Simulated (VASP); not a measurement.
# Y (Im-3m) in VASP: a series of runs

Runs on Y. Level: PBEsol. Tasks: relaxation of cell and atoms, single point.

Everything below comes from runs of VASP 6.6.1. Logs are shortened: lines on timing, memory, paths and dates and some standing lists are left out, and cuts for length are marked.

## Step 1: The cell of the first run

Symmetry: Im-3m, No. 229, cubic system. The conventional cell has a = 3.980 Å, b = 3.980 Å, c = 3.980 Å, α = 90.00°, β = 90.00°, γ = 90.00°. Within 4.5 Å of Y (site symmetry m-3m) lie 14 Y at 3.45 to 3.98 Å.

This isn't the form of Y at room conditions, which is hcp.

## Step 2: Relaxation of cell and atoms, PBEsol

File INCAR:

```
  PREC = Accurate
  ENCUT = 500
  EDIFF = 1E-7
  ISMEAR = -1
  SIGMA = 0.1
  LREAL = F
  LASPH = T
  NELM = 120
  ALGO = Normal
  ISIF = 3
  LWAVE = F
  LCHARG = F
  GGA = PS
  IBRION = 2
  NSW = 60
  EDIFFG = -0.01
  GGA_COMPAT = F
  NELMIN = 4
```

File KPOINTS:

```
regular mesh
0
Gamma
  8 8 8
```

File POSCAR:

```
Y
1.0
    1.9897841331      1.9897841331      1.9897841331
   -1.9897841331      1.9897841331      1.9897841331
   -1.9897841331     -1.9897841331      1.9897841331
Y
1
Direct
    0.0000000000      0.0000000000      0.0000000000
```

Potentials or basis: VASP PAW PBE potentials, release 64 (Y_sv).

On the command line:

```sh
$ cat potpaw_PBE.64/Y_sv/POTCAR > POTCAR
$ mpirun -np 1 vasp_std > vasp.out
```

OUTCAR:

```text
PREC = Accurate
   ENCUT = 500
   EDIFF = 1E-7
   ISMEAR = -1
   LREAL = F
   LASPH = T
   NELM = 120
   ISIF = 3
   GGA = PS
   IBRION = 2
   NSW = 60
   EDIFFG = -0.01
   NELMIN = 4

 ion  position               nearest neighbor table
   1  0.000  0.000  0.000-

  LATTYP: Found a body centered cubic cell.
 ALAT       =     3.9795682662

  Lattice vectors:

 A1 = (   1.9897841331,  -1.9897841331,  -1.9897841331)
 A2 = (   1.9897841331,   1.9897841331,   1.9897841331)
 A3 = (  -1.9897841331,  -1.9897841331,   1.9897841331)

Analysis of symmetry for initial positions (statically):
=====================================================================
 Subroutine PRICEL returns:
 Original cell was already a primitive cell.

 Routine SETGRP: Setting up the symmetry group for a
 body centered cubic supercell.

 Subroutine GETGRP returns: Found 48 space group operations
 (whereof 48 operations were pure point group operations)
 out of a pool of 48 trial point group operations.

The static configuration has the point symmetry O_h .

Analysis of symmetry for dynamics (positions and initial velocities):
=====================================================================
 Subroutine PRICEL returns:
 Original cell was already a primitive cell.

 Routine SETGRP: Setting up the symmetry group for a
 body centered cubic supercell.

 Subroutine GETGRP returns: Found 48 space group operations
 (whereof 48 operations were pure point group operations)
 out of a pool of 48 trial point group operations.

The dynamic configuration has the point symmetry O_h .

 Subroutine INISYM returns: Found 48 space group operations
 (whereof 48 operations are pure point group operations),
 and found     1 'primitive' translations

----------------------------------------------------------------------------------------

                                     Primitive cell

  volume of cell :      31.5121

  direct lattice vectors                    reciprocal lattice vectors
     1.989784133  1.989784133  1.989784133     0.251283540  0.000000000  0.251283540
    -1.989784133  1.989784133  1.989784133    -0.251283540  0.251283540  0.000000000
    -1.989784133 -1.989784133  1.989784133     0.000000000 -0.251283540  0.251283540

  length of vectors
     3.446407215  3.446407215  3.446407215     0.355368590  0.355368590  0.355368590

  position of ions in fractional coordinates (direct lattice)
     0.000000000  0.000000000  0.000000000

  ion indices of the primitive-cell ions
   primitive index   ion index
                 1           1

----------------------------------------------------------------------------------------

 KPOINTS: regular mesh

Automatic generation of k-mesh.
 Grid dimensions read from file:
 generate k-points for:    8    8    8

 Generating k-lattice:

  Cartesian coordinates                     Fractional coordinates (reciprocal lattice)
     0.031410442  0.000000000  0.031410442     0.125000000  0.000000000  0.000000000
    -0.031410442  0.031410442  0.000000000     0.000000000  0.125000000  0.000000000
     0.000000000 -0.031410442  0.031410442     0.000000000  0.000000000  0.125000000

  Length of vectors
     0.044421074  0.044421074  0.044421074

  Shift w.r.t. Gamma in fractional coordinates (k-lattice)
     0.000000000  0.000000000  0.000000000

 Subroutine IBZKPT returns following result:
 ===========================================

 Found     29 irreducible k-points:

 Following reciprocal coordinates:
            Coordinates               Weight
  0.000000  0.000000  0.000000      1.000000
  0.125000  0.000000  0.000000     12.000000
[... 44 lines left out ...]
   NSW    =     60    number of steps for IOM
   IBRION =      2    ionic relax: 0-MD 1-quasi-New 2-CG
   NFREE  =      1    steps in history (QN), initial steepest desc. (CG)
   ISIF   =      3    stress and relaxation
   ISYM   =      2    0-nonsym 1-usesym 2-fastsym
   POTIM  = 0.5000    time-step for ionic-motion
   TEBEG  =    0.0;   TEEND  =   0.0 temperature during run
   PSTRESS=    0.0 pullay stress
   NELECT =      11.0000    total number of electrons
   NUPDOWN=      -1.0000    fix difference up-down
   EMIN   =  10.00;   EMAX   =-10.00  energy-range for DOS
   EFERMI =   0.00;   METHOD = LEGACY
   ISMEAR =    -1;   SIGMA  =   0.10  broadening in eV -4-tet -1-fermi 0-gaus
   EFERMI_NEDOS =   21; number of points for ismear=-14 and -15
   IALGO  =     38    algorithm
   IMIX   =      4    mixing-type and parameters
     AMIX     =   0.40;   BMIX     =  1.00
     AMIX_MAG =   1.60;   BMIX_MAG =  1.00
  volume/ion in A,a.u.               =      31.51       212.65
  Fermi-wavevector in a.u.,A,eV,Ry     =   1.152692  2.178271 18.078030  1.328698
  Thomas-Fermi vector in A             =   2.289341
   LORBIT       =      0    0 simple, 1 ext, 2 COOP (PROOUT), +10 PAW based schemes
   GGA     = PS    functional components
   LHFCALC =     F    Hartree Fock is set to
   AEXX    =    0.0000 exact exchange contribution
   IVDW    =     0    specifies the selected vdW correction
   LEPSILON=     F    determine dielectric tensor
   LRPA    =     F    only Hartree local field effects (RPA)
 conjugate gradient relaxation of ions
 non-spin polarized calculation
  energy-cutoff  :      500.00
  volume of cell :       31.51
 maximum number of plane-waves:       814
 NGX is ok and might be reduce to    28
   NGX = 13   NGY = 13   NGZ = 13

--------------------------------------- Ionic step        1  -------------------------------------------

 number of electron      11.0000000 magnetization

 Free energy of the ion-electron system (eV)
  ---------------------------------------------------
  ext. energy  EPLUGINS =         0.00000000
  ---------------------------------------------------
  free energy    TOTEN  =        -6.73027613 eV

  energy without entropy =       -6.65210027  energy(sigma->0) =       -6.69118820

------------------------ aborting loop because EDIFF is reached ----------------------------------------

  FORCE on cell =-STRESS in cart. coord.  units (eV):
  Direction    XX          YY          ZZ          XY          YZ          ZX
  --------------------------------------------------------------------------------------
  -------------------------------------------------------------------------------------
  Total       -0.0213498     -0.0213498     -0.0213498      0.0000000     -0.0000000      0.0000000
  in kB       -1.0854924     -1.0854924     -1.0854924      0.0000000     -0.0000000      0.0000000
  external PRESSURE =      -1.0854924 kB  Pullay stress =       0.0000000 kB

 VOLUME and BASIS-vectors are now :
 -----------------------------------------------------------------------------
  energy-cutoff  :      500.00
  volume of cell :       31.51
      direct lattice vectors                 reciprocal lattice vectors
     1.989784133  1.989784133  1.989784133     0.251283540  0.000000000  0.251283540
    -1.989784133  1.989784133  1.989784133    -0.251283540  0.251283540  0.000000000
    -1.989784133 -1.989784133  1.989784133     0.000000000 -0.251283540  0.251283540

 POSITION                                       TOTAL-FORCE (eV/Angst)
 -----------------------------------------------------------------------------------
      0.00000      0.00000      0.00000         0.000000      0.000000     -0.000000
 -----------------------------------------------------------------------------------
    total drift:                               -0.000000     -0.000000     -0.000000

  FREE ENERGIE OF THE ION-ELECTRON SYSTEM (eV)
  ---------------------------------------------------
  free  energy   TOTEN  =        -6.7302761278 eV

  energy  without entropy=       -6.6521002741  energy(sigma->0) =       -6.69118820

--------------------------------------- Ionic step        2  -------------------------------------------

 number of electron      11.0000000 magnetization

 Free energy of the ion-electron system (eV)
  ---------------------------------------------------
  ext. energy  EPLUGINS =         0.00000000
  ---------------------------------------------------
  free energy    TOTEN  =        -6.73030575 eV

  energy without entropy =       -6.65226456  energy(sigma->0) =       -6.69128515

 E-fermi :   3.2291     XC(G=0):  -9.7110

 val. band max:        3.2088991382   @ k =  -0.3750   0.3750   0.1250
 cond. band min:       3.2357481776   @ k =   0.2500  -0.3750   0.1250
 fundamental gap:      0.0268490394
 Fermi energy:         3.2291075695

 k-point     1 :       0.0000    0.0000    0.0000
  band No.  band energies     occupation
      1     -39.4082      2.00000
      2     -19.0886      2.00000
      3     -19.0886      2.00000
      4     -19.0886      2.00000
      5      -1.6603      2.00000
      6       4.9334      0.00000
      7       4.9334      0.00000
      8       4.9334      0.00000
      9       6.9761      0.00000
[... 265 lines left out ...]
 k-point    24 :       0.5000    0.2500    0.2500
  band No.  band energies     occupation
      1     -39.2958      2.00000
      2     -19.6342      2.00000
      3     -19.4159      2.00000
      4     -19.3190      2.00000
      5       2.1138      1.99997
      6       2.6466      1.99411
      7       4.9633      0.00000
      8       5.2766      0.00000
      9       8.7491      0.00000

 [... further k-points ...]

------------------------ aborting loop because EDIFF is reached ----------------------------------------

  FORCE on cell =-STRESS in cart. coord.  units (eV):
  Direction    XX          YY          ZZ          XY          YZ          ZX
  --------------------------------------------------------------------------------------
  -------------------------------------------------------------------------------------
  Total        0.0026673      0.0026673      0.0026673     -0.0000000      0.0000000     -0.0000000
  in kB        0.1360336      0.1360336      0.1360336     -0.0000000      0.0000000     -0.0000000
  external PRESSURE =       0.1360336 kB  Pullay stress =       0.0000000 kB

 VOLUME and BASIS-vectors are now :
 -----------------------------------------------------------------------------
  energy-cutoff  :      500.00
  volume of cell :       31.41
      direct lattice vectors                 reciprocal lattice vectors
     1.987734712  1.987734712  1.987734712     0.251542621  0.000000000  0.251542621
    -1.987734712  1.987734712  1.987734712    -0.251542621  0.251542621  0.000000000
    -1.987734712 -1.987734712  1.987734712     0.000000000 -0.251542621  0.251542621

 POSITION                                       TOTAL-FORCE (eV/Angst)
 -----------------------------------------------------------------------------------
     -1.98773     -1.98773      1.98773        -0.000000     -0.000000      0.000000
 -----------------------------------------------------------------------------------
    total drift:                               -0.000000     -0.000000      0.000000

  FREE ENERGIE OF THE ION-ELECTRON SYSTEM (eV)
  ---------------------------------------------------
  free  energy   TOTEN  =        -6.7303057545 eV

  energy  without entropy=       -6.6522645554  energy(sigma->0) =       -6.69128515

 reached required accuracy - stopping structural energy minimisation
```

It took 20 s on 1 thread of Intel Xeon Platinum 8259CL at 2.50GHz (Skylake/Cascade Lake), shared host; peak memory 0.17 GiB.

What came out:

```
Free energy                           : -6.7303 eV
Relaxed volume                        : 31.41 Å³/atom
Relaxed cell                          : a = 3.443 Å, b = 3.443 Å, c = 3.443 Å, α = 70.53°, β = 109.47°, γ = 70.53°
Space group after relaxing (to 0.1 Å) : Im-3m (No. 229)
Energy gained by relaxing             : 0.0 meV/atom
Ionic steps                           : 2
Pressure after relaxing               : 0.0 GPa
Band gap on the k mesh                : zero (an odd number of electrons rules out a gap without spin polarisation)
```

Final structure:
```yaml
crystal:
  lattice:
    - [1.98773, 1.98773, 1.98773]
    - [-1.98773, 1.98773, 1.98773]
    - [-1.98773, -1.98773, 1.98773]
  atoms:
    - { symbol: Y, position: [0.00000, 0.00000, 0.00000] }
```

Caveat: the PAW data sets were made with another functional, which shifts forces and pressure a little.

## Step 3: Relaxation of cell and atoms, PBEsol

This run uses another cell than the first one, of 32.97 Å³/atom.

File INCAR:

```
SYSTEM = Y
PREC = Accurate
ENCUT = 500
EDIFF = 1E-7
ISMEAR = -1
SIGMA = 0.1
LREAL = .False.
LASPH = .True.
NELM = 120
ALGO = Normal
ISIF = 3
LWAVE = .False.
LCHARG = .False.
GGA = PS
IBRION = 2
NSW = 60
EDIFFG = -0.01
GGA_COMPAT = .False.
NELMIN = 4
```

File KPOINTS:

```
regular mesh
0
Gamma
  8 8 8
  0 0 0
```

File POSCAR:

```
Y
1.0
    2.0200000000      2.0200000000      2.0200000000
   -2.0200000000      2.0200000000      2.0200000000
   -2.0200000000     -2.0200000000      2.0200000000
Y
1
Direct
    0.0000000000      0.0000000000      0.0000000000
```

Potentials or basis: VASP PAW PBE potentials, release 64 (Y_sv).

On the command line:

```sh
$ cat potpaw_PBE.64/Y_sv/POTCAR > POTCAR
$ mpirun -np 1 vasp_std > vasp.out
```

It took 30 s on 1 thread of Intel Xeon Platinum 8259CL at 2.50GHz (Skylake/Cascade Lake), shared host; peak memory 0.17 GiB.

It converged, with:

```yaml
Free_energy: -6.7304 eV
Relaxed_volume: 31.43 Å³/atom
Relaxed_cell: a = 3.443 Å, b = 3.443 Å, c = 3.443 Å, α = 70.53°, β = 109.47°, γ = 70.53°
Space_group_after_relaxing_to_0.1_Å: Im-3m (No. 229)
Energy_gained_by_relaxing: 9.1 meV/atom
Ionic_steps: 3
Pressure_after_relaxing: 0.0 GPa
Band_gap_on_the_k_mesh: zero (an odd number of electrons rules out a gap without spin polarisation)
```

Step by step:
| step | energy change (eV) | largest force (eV/Å) | pressure (GPa) | volume (Å³) |
| --- | --- | --- | --- | --- |
| 1 | 0.0000 | 0.0000 | -1.82 | 32.97 |
| 2 | -0.0089 | 0.0000 | 0.29 | 31.21 |
| 3 | -0.0091 | 0.0000 | 0.00 | 31.43 |

Final structure:
```xyz
1
Lattice="1.9880 1.9880 1.9880 -1.9880 1.9880 1.9880 -1.9880 -1.9880 1.9880" Properties=species:S:1:pos:R:3 pbc="T T T"
Y     0.0000    0.0000    0.0000
```

Levels at points of the mesh, in eV from the Fermi level:
```csv
k point,band 2,band 3,band 4,band 5,band 6,band 7,band 8,band 9
"(0.00, 0.00, 0.00)",-22.32,-22.32,-22.32,-4.89,1.70,1.70,1.70,3.75
"(0.50, 0.00, 0.00)",-22.96,-22.52,-22.32,-2.07,0.14,0.90,3.68,4.37
"(0.50, 0.50, 0.50)",-22.76,-22.76,-22.76,-1.56,-1.56,5.55,5.55,5.55
```

Caveat: the PAW data sets were made with another functional, which shifts forces and pressure a little.

(Part 1 of 2 ends here.)
